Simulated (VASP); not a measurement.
A run of VASP 6.6.1 is set up as follows.

Contents of INCAR:

```
PREC = Accurate
ENCUT = 520
EDIFF = 1E-6
ISMEAR = -1
SIGMA = 0.05
LREAL = False
LASPH = True
NELM = 100
ALGO = Normal
ISIF = 2
LWAVE = False
LCHARG = True
GGA = PS
IVDW = 12
LELF = True
LVHAR = True
NBANDS = 36
```

Contents of KPOINTS:

```
regular mesh
0
Gamma
  10 10 3
```

Contents of POSCAR:

```
ScTaN
1.0
    3.0850655424      0.0000000000      0.0000000000
   -1.5425327712      2.6717451321      0.0000000000
    0.0000000000      0.0000000000     10.3401360000
Ta Sc N
2 2 2
Direct
    0.3333333333      0.6666666667      0.2456310000
    0.6666666667      0.3333333333      0.7543690000
    0.0000000000      0.0000000000      0.0000000000
    0.0000000000      0.0000000000      0.5000000000
    0.3333333333      0.6666666667      0.6298410000
    0.6666666667      0.3333333333      0.3701590000
```

Potentials or basis: VASP PAW PBE potentials, release 64 (Ta_pv, Sc_sv, N).

Run with:

```bash
$ cat potpaw_PBE.64/Ta_pv/POTCAR potpaw_PBE.64/Sc_sv/POTCAR potpaw_PBE.64/N/POTCAR > POTCAR
$ mpirun -np 1 vasp_std > vasp.out
```

What does it give for the largest force?

0.314 eV/Å.

Estimate the pressure.

-11.3 GPa.

Stress tensor (GPa, compression positive):
```
-11.15   0.00   0.00
  0.00 -11.15   0.00
  0.00   0.00 -11.62
```

Caveat: three body term missing; the PAW data sets were made with another functional, which shifts forces and pressure a little; pairwise dispersion overbinds metals, which lowers pressure and volume.
